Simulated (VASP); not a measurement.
Set up this calculation in VASP 6.6.1, as the native input.

- Task: single point
- Functional: LDA
- Potentials or basis: VASP PAW LDA potentials, release 64 (Mg, S)
- Cutoff: 520 eV
- k mesh: 8 × 8 × 8
- Occupations: gaussian, width 0.01 eV
- Spin: no spin polarisation
- Dipole correction: no
- Further INCAR settings: ALGO = Normal; EDIFF = 1e-06; NBANDS = 11

The structure of MgS lies in POSCAR:

```
MgS
1.0
    2.6154660788      2.6154660788      0.0000000000
   -2.6154660788      2.6154660788      0.0000000000
    0.0000000000      2.6154660788      2.5387579256
Mg S
1 1
Direct
    0.0000000000      0.0000000000      0.0000000000
    0.5000000000      0.5000000000      0.0000000000
```

This cell differs from its parent crystal: film at in-plane strain +0.02.

These files were run (other wordings do the same):

INCAR

```
SYSTEM = MgS
PREC = Accurate ; ENCUT = 520
EDIFF = 1E-6 ; ISMEAR = 0
SIGMA = 0.01 ; LREAL = .FALSE.
LASPH = .TRUE. ; NELM = 80
ALGO = Normal ; ISIF = 2
LWAVE = .FALSE. ; LCHARG = .FALSE.
NBANDS = 11
```

KPOINTS

```
regular mesh
0
G
  8 8 8
  0 0 0
```

Potentials or basis: VASP PAW LDA potentials, release 64 (Mg, S).

Run with:

```console
$ cat potpaw_LDA.64/Mg/POTCAR potpaw_LDA.64/S/POTCAR > POTCAR
$ mpirun -np 1 vasp_std > vasp.out
```

It gave:

| Quantity | Value |
| --- | --- |
| Pressure | -2.7 GPa |
| Band gap on the k mesh | 2.45 eV, indirect (least direct gap 3.56 eV) |

Caveat: the cell differs from its parent crystal (film at in-plane strain +0.02).

It took 10 s on 1 thread of Intel(R) Xeon(R) Platinum 8488C (Sapphire Rapids), with other jobs on the host, peak memory 0.15 GiB.
